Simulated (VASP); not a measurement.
Runs of VASP 6.6.1 on Sn. The structure is that of space group Fm-3m (No. 225), or close to it. The cells are those of the table. 

```csv
task,cell,k mesh,cutoff (eV),gap on the mesh (eV),pressure (GPa)
relaxation of cell and atoms,"relaxed from a = 2.711 Å, angles 60.0°, 1 atom",8 × 8 × 8,500,none,0.3
single point,"a = 3.409 Å, angles 60.0°, 1 atom",8 × 8 × 8,500,none,0.0
single point,"a = 2.711 Å, angles 60.0°, 1 atom",8 × 8 × 8,500,none,166.4
single point,"a = 3.409 Å, angles 60.0°, 1 atom",16 × 16 × 16,520,none,(a)
```

Alike in all rows: level PBE; potentials or basis VASP PAW PBE potentials, release 64 (Sn_d); no spin polarisation; smearing gaussian 0.1 eV.

Q: Fill in the values left out.

A: (a) -0.1.

Caveats: spin-orbit coupling is left out, which moves the levels of the heavy elements.

A k mesh can miss the band edges, and the runs leave out spin-orbit coupling on Sn.

A gap of «none» marks levels without a gap at the run's occupations.
